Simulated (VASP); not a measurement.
# C (P6_3/mmc) in VASP: further runs

Runs on C. Level: r2SCAN. Tasks: single point.

Everything below comes from runs of VASP 6.6.1. Logs are shortened: lines on timing, memory, paths and dates and some standing lists are left out, and cuts for length are marked.

## 1. The cell of the first run

The structure is hexagonal, space group P6_3/mmc (No. 194). The conventional cell has a = 2.535 Å, b = 2.535 Å, c = 8.280 Å, α = 90.00°, β = 90.00°, γ = 120.00°. C (site symmetry 3m) has 4 C at 1.54 to 1.55 Å within 2.1 Å. C (site symmetry 3m) has 4 C at 1.55 to 1.57 Å within 2.1 Å.

## 2. Single point, r2SCAN (strain +0.0100 x Voigt [1, 1, 0, 0, 0, 0])

POSCAR reads:

```
C
1.0
    2.5349380856      0.0000000000      0.0000000000
   -1.2674690428      2.1953207791      0.0000000000
    0.0000000000      0.0000000000      8.2803246060
C
8
Direct
    0.0000000000      0.0000000000      0.0929334766
    0.0000000000      0.0000000000      0.5929334766
    0.0000000000      0.0000000000      0.4070665234
    0.0000000000      0.0000000000      0.9070665234
    0.3333333333      0.6666666667      0.1554962099
    0.6666666667      0.3333333333      0.6554962099
    0.3333333333      0.6666666667      0.3445037901
    0.6666666667      0.3333333333      0.8445037901
```

INCAR.step1 reads:

```
ALGO = Normal
EDIFF = 1E-4
ENCUT = 520
GGA = PE
ISMEAR = 0
LASPH = T
LCHARG = F
LREAL = F
LWAVE = T
NBANDS = 26
NELM = 60
PREC = Accurate
SIGMA = 0.05
```

INCAR.step2 reads:

```
ALGO = Normal
EDIFF = 1E-6
ENCUT = 520
ISIF = 2
ISMEAR = 0
ISTART = 1
LASPH = T
LCHARG = F
LMIXTAU = T
LREAL = F
LWAVE = F
METAGGA = R2SCAN
NBANDS = 26
NELM = 60
PREC = Accurate
SIGMA = 0.05
```

KPOINTS reads:

```
k-points
0
Gamma
  12 12 4
```

Potentials or basis: VASP PAW PBE potentials, release 64 (C).

The run is started by

```
$ cat potpaw_PBE.64/C/POTCAR > POTCAR
$ cp INCAR.step1 INCAR
$ mpirun -np 1 vasp_std > vasp.out
$ cp INCAR.step2 INCAR
$ mpirun -np 1 vasp_std > vasp.out
```

OUTCAR:

```text
EDIFF = 1E-6
   ENCUT = 520
   ISIF = 2
   ISMEAR = 0
   ISTART = 1
   LASPH = T
   LREAL = F
   METAGGA = R2SCAN
   NELM = 60
   PREC = Accurate

 ion  position               nearest neighbor table
   1  0.000  0.000  0.093-   4 1.54   5 1.55   5 1.55   5 1.55
   2  0.000  0.000  0.593-   3 1.54   6 1.55   6 1.55   6 1.55
   3  0.000  0.000  0.407-   2 1.54   7 1.55   7 1.55   7 1.55
   4  0.000  0.000  0.907-   1 1.54   8 1.55   8 1.55   8 1.55
   5  0.333  0.667  0.155-   1 1.55   1 1.55   1 1.55   7 1.57
   6  0.667  0.333  0.655-   2 1.55   2 1.55   2 1.55   8 1.57
   7  0.333  0.667  0.345-   3 1.55   3 1.55   3 1.55   5 1.57
   8  0.667  0.333  0.845-   4 1.55   4 1.55   4 1.55   6 1.57

  LATTYP: Found a hexagonal cell.
 ALAT       =     2.5349380856
 C/A-ratio  =     3.2664800190

  Lattice vectors:

 A1 = (   2.5349380856,   0.0000000000,   0.0000000000)
 A2 = (  -1.2674690428,   2.1953207791,   0.0000000000)
 A3 = (   0.0000000000,   0.0000000000,   8.2803246060)

Analysis of symmetry for initial positions (statically):
=====================================================================
 Subroutine PRICEL returns:
 Original cell was already a primitive cell.

 Routine SETGRP: Setting up the symmetry group for a
 hexagonal supercell.

 Subroutine GETGRP returns: Found 24 space group operations
 (whereof 12 operations were pure point group operations)
 out of a pool of 24 trial point group operations.

The static configuration has the point symmetry D_3d.
 The point group associated with its full space group is D_6h.

Analysis of symmetry for dynamics (positions and initial velocities):
=====================================================================
 Subroutine PRICEL returns:
 Original cell was already a primitive cell.

 Routine SETGRP: Setting up the symmetry group for a
 hexagonal supercell.

 Subroutine GETGRP returns: Found 24 space group operations
 (whereof 12 operations were pure point group operations)
 out of a pool of 24 trial point group operations.

The dynamic configuration has the point symmetry D_3d.
 The point group associated with its full space group is D_6h.

 Subroutine INISYM returns: Found 24 space group operations
 (whereof 12 operations are pure point group operations),
 and found     1 'primitive' translations

----------------------------------------------------------------------------------------

                                     Primitive cell

  volume of cell :      46.0800

  direct lattice vectors                    reciprocal lattice vectors
     2.534938086  0.000000000  0.000000000     0.394486952  0.227757148  0.000000000
    -1.267469043  2.195320779  0.000000000     0.000000000  0.455514296  0.000000000
     0.000000000  0.000000000  8.280324606     0.000000000  0.000000000  0.120768212

  length of vectors
     2.534938086  2.534938086  8.280324606     0.455514296  0.455514296  0.120768212

  position of ions in fractional coordinates (direct lattice)
     0.000000000  0.000000000  0.092933477
     0.000000000  0.000000000  0.592933477
     0.000000000  0.000000000  0.407066523
     0.000000000  0.000000000  0.907066523
     0.333333333  0.666666667  0.155496210
     0.666666667  0.333333333  0.655496210
     0.333333333  0.666666667  0.344503790
     0.666666667  0.333333333  0.844503790

  ion indices of the primitive-cell ions
   primitive index   ion index
                 1           1
                 2           2
                 3           3
                 4           4
                 5           5
                 6           6
                 7           7
                 8           8

----------------------------------------------------------------------------------------

 KPOINTS: k-points

Automatic generation of k-mesh.
 Grid dimensions read from file:
 generate k-points for:   12   12    4

 Generating k-lattice:

  Cartesian coordinates                     Fractional coordinates (reciprocal lattice)
     0.032873913  0.018979762  0.000000000     0.083333333  0.000000000  0.000000000
     0.000000000  0.037959525  0.000000000     0.000000000  0.083333333  0.000000000
     0.000000000  0.000000000  0.030192053     0.000000000  0.000000000  0.250000000

  Length of vectors
     0.037959525  0.037959525  0.030192053

  Shift w.r.t. Gamma in fractional coordinates (k-lattice)
     0.000000000  0.000000000  0.000000000

 Subroutine IBZKPT returns following result:
 ===========================================

 Found     57 irreducible k-points:

 Following reciprocal coordinates:
            Coordinates               Weight
  0.000000  0.000000  0.000000      1.000000
  0.083333 -0.000000  0.000000      6.000000
  0.166667  0.000000  0.000000      6.000000
  0.250000  0.000000  0.000000      6.000000
  0.333333 -0.000000  0.000000      6.000000
  0.416667  0.000000  0.000000      6.000000
[... 16 lines left out ...]
  0.250000  0.000000  0.250000     12.000000
  0.333333 -0.000000  0.250000     12.000000
 [... further k-points ...]
   k-points           NKPTS =     57   k-points in BZ     NKDIM =     57   number of bands    NBANDS=     26
   number of dos      NEDOS =    301   number of ions     NIONS =      8
   total plane-waves  NPLWV =  25600
   dimension x,y,z NGX =    20 NGY =   20 NGZ =   64
   dimension x,y,z NGXF=    40 NGYF=   40 NGZF=  128
   ions per type =               8
   NGX,Y,Z   is equivalent  to a cutoff of  13.12, 13.12, 12.85 a.u.
   NGXF,Y,Z  is equivalent  to a cutoff of  26.23, 26.23, 25.70 a.u.
 SYSTEM =  unknown system
   PREC   = accura    normal or accurate (medium, high low for compatibility)
   ISTART =      1    job   : 0-new  1-cont  2-samecut
   ICHARG =      0    charge: 1-file 2-atom 10-const
   ISPIN  =      1    spin polarized calculation?
   LNONCOLLINEAR =      F non collinear calculations
   LSORBIT =      F    spin-orbit coupling
   LASPH  =      T    aspherical Exc in radial PAW
   ENCUT  =  520.0 eV  38.22 Ry    6.18 a.u.   4.71  4.71 15.40*2*pi/ulx,y,z
   NELM   =     60;   NELMIN=  2; NELMDL=  0     # of ELM steps
   EDIFF  = 0.1E-05   stopping-criterion for ELM
   LREAL  =      F    real-space projection
   EDIFFG = 0.1E-04   stopping-criterion for IOM
   NSW    =      0    number of steps for IOM
   IBRION =     -1    ionic relax: 0-MD 1-quasi-New 2-CG
   NFREE  =      0    steps in history (QN), initial steepest desc. (CG)
   ISIF   =      2    stress and relaxation
   ISYM   =      2    0-nonsym 1-usesym 2-fastsym
   POTIM  = 0.5000    time-step for ionic-motion
   TEBEG  =    0.0;   TEEND  =   0.0 temperature during run
   PSTRESS=    0.0 pullay stress
   NELECT =      32.0000    total number of electrons
   NUPDOWN=      -1.0000    fix difference up-down
   EMIN   =  10.00;   EMAX   =-10.00  energy-range for DOS
   EFERMI =   0.00;   METHOD = LEGACY
   ISMEAR =     0;   SIGMA  =   0.05  broadening in eV -4-tet -1-fermi 0-gaus
   EFERMI_NEDOS =   21; number of points for ismear=-14 and -15
   IALGO  =     38    algorithm
   IMIX   =      4    mixing-type and parameters
     AMIX     =   0.40;   BMIX     =  1.00
     AMIX_MAG =   1.60;   BMIX_MAG =  1.00
  volume/ion in A,a.u.               =       5.76        38.87
  Fermi-wavevector in a.u.,A,eV,Ry     =   1.449730  2.739593 28.595614  2.101718
  Thomas-Fermi vector in A             =   2.567424
   LORBIT       =      0    0 simple, 1 ext, 2 COOP (PROOUT), +10 PAW based schemes
   METAGGA = R2SCAN    functional components
   LHFCALC =     F    Hartree Fock is set to
   AEXX    =    0.0000 exact exchange contribution
   IVDW    =     0    specifies the selected vdW correction
   LEPSILON=     F    determine dielectric tensor
   LRPA    =     F    only Hartree local field effects (RPA)
 non-spin polarized calculation
 Gauss-broadening in eV      SIGMA  =   0.05
  energy-cutoff  :      520.00
  volume of cell :       46.08
 maximum number of plane-waves:      1258
 NGX is ok and might be reduce to    20
   NGX =  9   NGY =  9   NGZ = 31

 number of electron      31.9999995 magnetization

 Free energy of the ion-electron system (eV)
  ---------------------------------------------------
  ext. energy  EPLUGINS =         0.00000000
  ---------------------------------------------------
  free energy    TOTEN  =       -78.51711616 eV

  energy without entropy =      -78.51711616  energy(sigma->0) =      -78.51711616

 E-fermi :   9.8623     XC(G=0): -14.1703

 val. band max:        9.6303082074   @ k =   0.0000   0.0000   0.0000
 cond. band min:      14.2447805585   @ k =   0.4167   0.0000   0.0000
 fundamental gap:      4.6144723510
 Fermi energy:         9.8623164193

 k-point     1 :       0.0000    0.0000    0.0000
  band No.  band energies     occupation
      1     -13.0067      2.00000
      2     -11.2868      2.00000
      3     -11.1741      2.00000
      4      -7.1136      2.00000
      5      -4.3997      2.00000
      6       2.5283      2.00000
[... 18 lines left out ...]
     25      17.9353      0.00000
     26      17.9731      0.00000

 k-point     2 :       0.0833   -0.0000    0.0000
  band No.  band energies     occupation
      1     -12.8303      2.00000
      2     -11.1130      2.00000
      3     -11.0011      2.00000
      4      -6.9541      2.00000
      5      -4.2427      2.00000
      6       2.6061      2.00000
[... 18 lines left out ...]
     25      18.5146      0.00000
     26      18.5950      0.00000

 k-point     3 :       0.1667    0.0000    0.0000
  band No.  band energies     occupation
      1     -12.3033      2.00000
      2     -10.5941      2.00000
      3     -10.4852      2.00000
      4      -6.4776      2.00000
      5      -3.7869      2.00000
      6       2.7284      2.00000
[... 572 lines left out ...]
 k-point    23 :       0.2500    0.0000    0.2500
  band No.  band energies     occupation
      1     -11.3229      2.00000
      2     -10.4465      2.00000
      3      -8.7313      2.00000
      4      -6.4169      2.00000
      5      -2.2557      2.00000
      6       0.7604      2.00000
[... 18 lines left out ...]
     25      20.2837      0.00000
     26      21.7411      0.00000

 k-point    24 :       0.3333   -0.0000    0.2500
  band No.  band energies     occupation
      1     -10.1302      2.00000
      2      -9.2691      2.00000
      3      -7.5945      2.00000
      4      -5.3515      2.00000
      5      -2.2474      2.00000
      6      -1.0931      2.00000
[... 18 lines left out ...]
     25      20.5247      0.00000
     26      22.4226      0.00000

 [... further k-points ...]

------------------------ aborting loop because EDIFF is reached ----------------------------------------

  FORCE on cell =-STRESS in cart. coord.  units (eV):
  Direction    XX          YY          ZZ          XY          YZ          ZX
  --------------------------------------------------------------------------------------
  -------------------------------------------------------------------------------------
  Total       -3.3267182     -3.3267182      0.1306775      0.0000000     -0.0000000      0.0000000
  in kB     -115.6681760   -115.6681760      4.5435844      0.0000000     -0.0000000      0.0000000
  external PRESSURE =     -75.5975892 kB  Pullay stress =       0.0000000 kB

 VOLUME and BASIS-vectors are now :
 -----------------------------------------------------------------------------
  energy-cutoff  :      520.00
  volume of cell :       46.08
      direct lattice vectors                 reciprocal lattice vectors
     2.534938086  0.000000000  0.000000000     0.394486952  0.227757148  0.000000000
    -1.267469043  2.195320779  0.000000000     0.000000000  0.455514296  0.000000000
     0.000000000  0.000000000  8.280324606     0.000000000  0.000000000  0.120768212

 POSITION                                       TOTAL-FORCE (eV/Angst)
 -----------------------------------------------------------------------------------
      0.00000      0.00000      0.76952        -0.000000      0.000000      0.007923
      0.00000      0.00000      4.90968        -0.000000      0.000000      0.007923
      0.00000      0.00000      3.37064         0.000000     -0.000000     -0.007923
      0.00000      0.00000      7.51081         0.000000     -0.000000     -0.007923
     -0.00000      1.46355      1.28756         0.000000      0.000000     -0.026809
      1.26747      0.73177      5.42772        -0.000000     -0.000000     -0.026809
     -0.00000      1.46355      2.85260         0.000000      0.000000      0.026809
      1.26747      0.73177      6.99277         0.000000     -0.000000      0.026809
 -----------------------------------------------------------------------------------
    total drift:                                0.000000     -0.000000      0.000000

  FREE ENERGIE OF THE ION-ELECTRON SYSTEM (eV)
  ---------------------------------------------------
  free  energy   TOTEN  =       -78.5171161643 eV

  energy  without entropy=      -78.5171161643  energy(sigma->0) =      -78.51711616
```

It took 2.3 min on 1 thread of Intel Xeon Platinum 8488C (Sapphire Rapids), shared host; peak memory 0.19 GiB.

Results:

```
Free energy            : -78.5171 eV
Pressure               : -7.6 GPa
Largest force          : 0.027 eV/Å
Band gap on the k mesh : 4.61 eV (least direct gap 5.39 eV)
```

Forces on the atoms (eV/Å):
```
C    0.000  0.000  0.008
C    0.000  0.000  0.008
C    0.000  0.000 -0.008
C    0.000  0.000 -0.008
C    0.000  0.000 -0.027
C    0.000  0.000 -0.027
C    0.000  0.000  0.027
C    0.000  0.000  0.027
```

Stress tensor (GPa, compression positive):
```
-11.57   0.00   0.00
  0.00 -11.57   0.00
  0.00   0.00   0.45
```

Caveat: the cell differs from its parent crystal (strain +0.0100 x Voigt [1, 1, 0, 0, 0, 0]); the stress differs along the axes, from -12 to 0 GPa; the PAW data sets were made with another functional, which shifts forces and pressure a little. A k mesh can miss the band edges.

## 3. Single point, r2SCAN (strain +0.0200 x Voigt [1, 1, 0, 0, 0, 0])

Edit POSCAR of step 2 so:

```diff
@@ -2,4 +2,4 @@
 1.0
-    2.5349380856      0.0000000000      0.0000000000
-   -1.2674690428      2.1953207791      0.0000000000
+    2.5600364825      0.0000000000      0.0000000000
+   -1.2800182412      2.2170566284      0.0000000000
     0.0000000000      0.0000000000      8.2803246060
```

INCAR.step1 reads:

```
PREC = Accurate
ENCUT = 520
ISMEAR = 0
SIGMA = 0.05
LREAL = F
LASPH = T
NELM = 80
NBANDS = 26
GGA = PE
ALGO = Normal
EDIFF = 1E-4
LWAVE = T
LCHARG = F
```

INCAR.step2 reads:

```
PREC = Accurate
ENCUT = 520
EDIFF = 1E-6
ISMEAR = 0
SIGMA = 0.05
LREAL = F
LASPH = T
NELM = 80
ALGO = Normal
ISIF = 2
LWAVE = F
LCHARG = F
METAGGA = R2SCAN
LMIXTAU = T
NBANDS = 26
ISTART = 1
```

KPOINTS reads:

```
regular mesh
0
Gamma
  12 12 4
```

Potentials or basis: VASP PAW PBE potentials, release 64 (C).

The run is started by

```
$ cat potpaw_PBE.64/C/POTCAR > POTCAR
$ cp INCAR.step1 INCAR
$ mpirun -np 1 vasp_std > vasp.out
$ cp INCAR.step2 INCAR
$ mpirun -np 1 vasp_std > vasp.out
```

Run time: 2.2 min. Hardware: 1 thread of Intel Xeon Platinum 8488C (Sapphire Rapids), shared host; peak memory 0.18 GiB.

The run converged. Its results:

| Item | Value |
| --- | --- |
| Free energy | -78.4191 eV |
| Pressure | -15.4 GPa |
| Largest force | 0.050 eV/Å |
| Band gap on the k mesh | 4.45 eV (least direct gap 5.23 eV) |

Forces in eV/Å, atoms in the order of the input:
```
C    0.000  0.000  0.003
C    0.000  0.000  0.003
C    0.000  0.000 -0.003
C    0.000  0.000 -0.003
C    0.000  0.000 -0.050
C    0.000  0.000 -0.050
C    0.000  0.000  0.050
C    0.000  0.000  0.050
```

Stress tensor (GPa, compression positive):
```
-23.07   0.00   0.00
  0.00 -23.07   0.00
  0.00   0.00  -0.09
```

Levels at points of the mesh, in eV from the valence-band top:
```csv
k point,band 12,band 13,band 14,band 15,band 16,band 17,band 18,band 19,band 20,band 21
"(0.00, 0.00, 0.00)",-1.91,-1.91,-0.25,0.00,0.00,5.23,5.23,6.06,7.20,7.20
"(0.50, 0.00, 0.00)",-5.21,-5.11,-4.74,-3.74,-2.97,4.47,5.74,6.07,6.22,7.04
"(0.00, 0.00, 0.50)",-2.59,-0.73,-0.73,-0.73,-0.73,6.08,6.08,6.08,6.08,6.89
"(0.50, 0.00, 0.50)",-6.26,-4.85,-4.85,-3.74,-3.74,4.84,4.84,7.41,7.41,7.79
```

Caveat: the cell differs from its parent crystal (strain +0.0200 x Voigt [1, 1, 0, 0, 0, 0]); the stress differs along the axes, from -23 to -0 GPa; the PAW data sets were made with another functional, which shifts forces and pressure a little. A k mesh can miss the band edges.
